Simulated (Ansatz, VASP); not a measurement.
# TaN in VASP and in Ansatz

```
Ta N
1.0
     1.46193   -2.53214    0.00000
     0.00000    0.00000   -2.87048
     9.88129    5.14226    0.00000
Ta N
4 4
Cartesian
  8.7718 3.3763 -1.4352
  1.4621 0.8441 -1.4352
  4.3859 0.8441 -1.4352
  5.8479 3.3763 -1.4352
  1.4621 -0.8440 0.0000
  2.9240 1.6882 0.0000
  5.8479 1.6882 0.0000
  7.3098 4.2203 0.0000
```

Alike in both runs: task single point; functional PBEsol; k mesh 15 × 15 × 5; occupations gaussian, width 0.15 eV; no spin polarisation.

```csv
,VASP,Ansatz
version,VASP 6.6.1,Ansatz 0.2.0
potentials or method,"VASP PAW PBE potentials, release 64 (Ta_pv, N), cutoff 520 eV","scalar-relativistic, plane waves, PAW"
valence electrons in the cell,64,72
```

Ansatz gave:

```
gap on the k mesh at the Fermi level (eV)                     : none
pressure (GPa)                                                : -9.2
traceless stress, the component that is largest in VASP (GPa) : -4.84
rms of the force components (eV/Å)                            : 0.663
```

Question: What did VASP give for the same quantities?

Answer: gap on the k mesh at the Fermi level (eV): none; pressure (GPa): -8.4; traceless stress, the component that is largest in VASP (GPa): -4.97; rms of the force components (eV/Å): 0.664.

VASP's potentials were made for PBE, not for PBEsol, and Ansatz warns of the same on its side. Atom by atom the forces differ by 0.014 eV/Å (rms over components). A gap of «none» marks a metal or a gap that the smearing closes. VASP's potentials hold 64 valence electrons a cell and Ansatz's 72, so a difference there can come from the potentials and not from the codes.

Neither program's run includes spin-orbit coupling.
